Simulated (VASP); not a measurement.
# Ba (I4/mcm) in VASP: single point with PBEsol

Aim: the single point of Ba with PBEsol.

Program: VASP 6.6.1. These are calculated values, not measurements. Logs are shortened: lines on timing, memory, paths and dates and some standing lists are left out, and cuts for length are marked.

## (1) The cell of the first run

The structure is tetragonal, space group I4/mcm (No. 140). Conventional cell: a = 8.505 Å, b = 8.505 Å, c = 7.315 Å, α = 90.00°, β = 90.00°, γ = 90.00°. Within 5.2 Å of Ba (site symmetry m2m) lie 11 Ba at 3.96 to 4.61 Å.

## (2) Single point, PBEsol (Sr replaced by Ba, lengths x 1.062, strained)

INCAR reads:

```
SYSTEM = Ba
PREC = Accurate
ENCUT = 520
EDIFF = 1E-6
ISMEAR = 0
SIGMA = 0.1
LREAL = .FALSE.
LASPH = .TRUE.
NELM = 60
ALGO = Fast
ISIF = 2
LWAVE = .FALSE.
LCHARG = .FALSE.
GGA = PS
NBANDS = 28
```

KPOINTS reads:

```
regular mesh
0
G
  8 8 8
  0 0 0
```

POSCAR reads:

```
Ba
1.0
   -4.2525805074      4.2525805074      3.6577222300
    4.2525805074     -4.2525805074      3.6577222300
    4.2525805074      4.2525805074     -3.6577222300
Ba
4
Direct
    0.1645495200      0.6645495200      0.8290990300
    0.8354504800      0.3354504800      0.1709009700
    0.6645495200      0.8354504800      0.5000000000
    0.3354504800      0.1645495200      0.5000000000
```

Potentials or basis: VASP PAW PBE potentials, release 64 (Ba_sv).

The run is started by

```console
> cat potpaw_PBE.64/Ba_sv/POTCAR > POTCAR
> mpirun -np 1 vasp_std > vasp.out
```

OUTCAR:

```text
SYSTEM = Ba
   PREC = Accurate
   ENCUT = 520
   EDIFF = 1E-6
   ISMEAR = 0
   LREAL = .FALSE.
   LASPH = .TRUE.
   NELM = 60
   ISIF = 2
   GGA = PS

 ion  position               nearest neighbor table
   1  0.165  0.665  0.829-   2 3.96   2 4.20   2 4.20   4 4.49   3 4.49   3 4.49   4 4.49   4 4.61
                             3 4.61   3 4.61   4 4.61
   2  0.835  0.335  0.171-   1 3.96   1 4.20   1 4.20   4 4.49   3 4.49   4 4.49   3 4.49   3 4.61
                             4 4.61   4 4.61   3 4.61
   3  0.665  0.835  0.500-   4 3.96   4 4.20   4 4.20   2 4.49   1 4.49   2 4.49   1 4.49   1 4.61
                             2 4.61   1 4.61   2 4.61
   4  0.335  0.165  0.500-   3 3.96   3 4.20   3 4.20   2 4.49   1 4.49   2 4.49   1 4.49   1 4.61
                             2 4.61   1 4.61   2 4.61

  LATTYP: Found a body centered tetragonal cell.
 ALAT       =     8.5051610148
 C/A-ratio  =     0.8601182796

  Lattice vectors:

 A1 = (  -4.2525805074,   4.2525805074,   3.6577222300)
 A2 = (   4.2525805074,  -4.2525805074,   3.6577222300)
 A3 = (   4.2525805074,   4.2525805074,  -3.6577222300)

Analysis of symmetry for initial positions (statically):
=====================================================================
 Subroutine PRICEL returns:
 Original cell was already a primitive cell.

 Routine SETGRP: Setting up the symmetry group for a
 body centered tetragonal supercell.

 Subroutine GETGRP returns: Found 16 space group operations
 (whereof  8 operations were pure point group operations)
 out of a pool of 16 trial point group operations.

The static configuration has the point symmetry C_4h.
 The point group associated with its full space group is D_4h.

Analysis of symmetry for dynamics (positions and initial velocities):
=====================================================================
 Subroutine PRICEL returns:
 Original cell was already a primitive cell.

 Routine SETGRP: Setting up the symmetry group for a
 body centered tetragonal supercell.

 Subroutine GETGRP returns: Found 16 space group operations
 (whereof  8 operations were pure point group operations)
 out of a pool of 16 trial point group operations.

The dynamic configuration has the point symmetry C_4h.
 The point group associated with its full space group is D_4h.

 Subroutine INISYM returns: Found 16 space group operations
 (whereof  8 operations are pure point group operations),
 and found     1 'primitive' translations

[... 101 lines left out ...]
   NSW    =      0    number of steps for IOM
   IBRION =     -1    ionic relax: 0-MD 1-quasi-New 2-CG
   NFREE  =      0    steps in history (QN), initial steepest desc. (CG)
   ISIF   =      2    stress and relaxation
   ISYM   =      2    0-nonsym 1-usesym 2-fastsym
   POTIM  = 0.5000    time-step for ionic-motion
   TEBEG  =    0.0;   TEEND  =   0.0 temperature during run
   PSTRESS=    0.0 pullay stress
   NELECT =      40.0000    total number of electrons
   NUPDOWN=      -1.0000    fix difference up-down
   EMIN   =  10.00;   EMAX   =-10.00  energy-range for DOS
   EFERMI =   0.00;   METHOD = LEGACY
   ISMEAR =     0;   SIGMA  =   0.10  broadening in eV -4-tet -1-fermi 0-gaus
   EFERMI_NEDOS =   21; number of points for ismear=-14 and -15
   IALGO  =     68    algorithm
   IMIX   =      4    mixing-type and parameters
     AMIX     =   0.40;   BMIX     =  1.00
     AMIX_MAG =   1.60;   BMIX_MAG =  1.00
  volume/ion in A,a.u.               =      66.15       446.39
  Fermi-wavevector in a.u.,A,eV,Ry     =   0.872107  1.648042 10.348181  0.760570
  Thomas-Fermi vector in A             =   1.991309
   LORBIT       =      0    0 simple, 1 ext, 2 COOP (PROOUT), +10 PAW based schemes
   GGA     = PS    functional components
   LHFCALC =     F    Hartree Fock is set to
   AEXX    =    0.0000 exact exchange contribution
   IVDW    =     0    specifies the selected vdW correction
   LEPSILON=     F    determine dielectric tensor
   LRPA    =     F    only Hartree local field effects (RPA)
 non-spin polarized calculation
 RMM-DIIS sequential band-by-band and
 Gauss-broadening in eV      SIGMA  =   0.10
  energy-cutoff  :      520.00
  volume of cell :      264.59
 maximum number of plane-waves:      7150
 NGX is ok and might be reduce to    54
   NGX = 27   NGY = 27   NGZ = 27

 number of electron      40.0000000 magnetization

 Free energy of the ion-electron system (eV)
  ---------------------------------------------------
  ext. energy  EPLUGINS =         0.00000000
  ---------------------------------------------------
  free energy    TOTEN  =        -7.94941133 eV

  energy without entropy =       -7.91609091  energy(sigma->0) =       -7.93275112

 E-fermi :   1.3481     XC(G=0):  -7.3030

 val. band max:        1.3259484575   @ k =  -0.3750   0.3750   0.2500
 cond. band min:       1.3638714657   @ k =  -0.3750   0.5000   0.1250
 fundamental gap:      0.0379230082
 Fermi energy:         1.3481356012

 k-point     1 :       0.0000    0.0000    0.0000
  band No.  band energies     occupation
      1     -27.5865      2.00000
      2     -27.5435      2.00000
      3     -27.5068      2.00000
      4     -27.5068      2.00000
      5     -13.0021      2.00000
      6     -12.8755      2.00000
[... 733 lines left out ...]
     27       2.7746      0.00000
     28       2.7987      0.00000

 [... further k-points ...]

------------------------ aborting loop because EDIFF is reached ----------------------------------------

  FORCE on cell =-STRESS in cart. coord.  units (eV):
  Direction    XX          YY          ZZ          XY          YZ          ZX
  --------------------------------------------------------------------------------------
  -------------------------------------------------------------------------------------
  Total       -0.8276539     -0.8276539     -0.4410582      0.0000000      0.0000000      0.0000000
  in kB       -5.0116825     -5.0116825     -2.6707344      0.0000000      0.0000000      0.0000000
  external PRESSURE =      -4.2313665 kB  Pullay stress =       0.0000000 kB

 VOLUME and BASIS-vectors are now :
 -----------------------------------------------------------------------------
  energy-cutoff  :      520.00
  volume of cell :      264.59
      direct lattice vectors                 reciprocal lattice vectors
    -4.252580507  4.252580507  3.657722230     0.000000000  0.117575669  0.136697094
     4.252580507 -4.252580507  3.657722230     0.117575669  0.000000000  0.136697094
     4.252580507  4.252580507 -3.657722230     0.117575669  0.117575669  0.000000000

 POSITION                                       TOTAL-FORCE (eV/Angst)
 -----------------------------------------------------------------------------------
      5.65210      1.39952      0.00000         0.148702      0.148702     -0.000000
     -1.39952      2.85306      3.65772        -0.148702     -0.148702     -0.000000
      2.85306      1.39952      3.65772        -0.148702      0.148702     -0.000000
      1.39952      2.85306      0.00000         0.148702     -0.148702      0.000000
 -----------------------------------------------------------------------------------
    total drift:                                0.000008     -0.000003     -0.000023

  FREE ENERGIE OF THE ION-ELECTRON SYSTEM (eV)
  ---------------------------------------------------
  free  energy   TOTEN  =        -7.9494113300 eV

  energy  without entropy=       -7.9160909109  energy(sigma->0) =       -7.93275112
```

stdout:

```text
POSCAR found type information on POSCAR Ba
 POSCAR found :  1 types and       4 ions
 scaLAPACK will be used
 -----------------------------------------------------------------------------
|                                                                             |
|                                                                             |
|     You enforced a specific xc type in the INCAR file but a different       |
|     I HOPE YOU KNOW WHAT YOU ARE DOING!                                     |
|                                                                             |
 -----------------------------------------------------------------------------

 LDA part: xc-table for (Slater+PW92), standard interpolation
 POSCAR, INCAR and KPOINTS ok, starting setup
 FFT: planning ... GRIDC
 FFT: planning ... GRID_SOFT
 FFT: planning ... GRID
 WAVECAR not read
 entering main loop
WARNING in EDDRMM: call to ZHEGV failed, returncode =   8  4     20
WARNING in EDDRMM: call to ZHEGV failed, returncode =   8  4     21
```

It took 8.8 min on 1 thread of Intel Xeon Platinum 8488C (Sapphire Rapids), shared host; peak memory 0.59 GiB.

Results:

```yaml
Free_energy: -7.9494 eV
Pressure: -0.4 GPa
Largest_force: 0.210 eV/Å
Band_gap_on_the_k_mesh: zero (bands 20 and 21 overlap by 0.25 eV)
```

Forces in eV/Å, atoms in the order of the input:
```
Ba   0.149  0.149  0.000
Ba  -0.149 -0.149  0.000
Ba  -0.149  0.149  0.000
Ba   0.149 -0.149  0.000
```

Levels at points of the mesh, in eV from the Fermi level:
```tsv
k point	band 16	band 17	band 18	band 19	band 20	band 21	band 22	band 23	band 24	band 25
(0.00, 0.00, 0.00)	-13.82	-2.70	-0.22	-0.19	0.08	0.10	0.10	0.69	1.33	1.33
(0.50, 0.00, 0.00)	-13.86	-1.13	-1.13	-0.53	-0.53	0.22	0.22	0.98	0.98	1.09
(0.50, 0.50, 0.00)	-13.83	-1.60	-1.03	-0.16	-0.10	0.03	0.13	0.21	1.05	1.24
(0.50, 0.50, 0.50)	-13.87	-0.92	-0.84	-0.84	-0.07	0.17	0.46	0.78	0.78	1.13
```

Caveat: the cell differs from its parent crystal (Sr replaced by Ba, lengths x 1.062, strained); the PAW data sets were made with another functional, which shifts forces and pressure a little; spin-orbit coupling is left out, which moves the levels of the heavy elements.
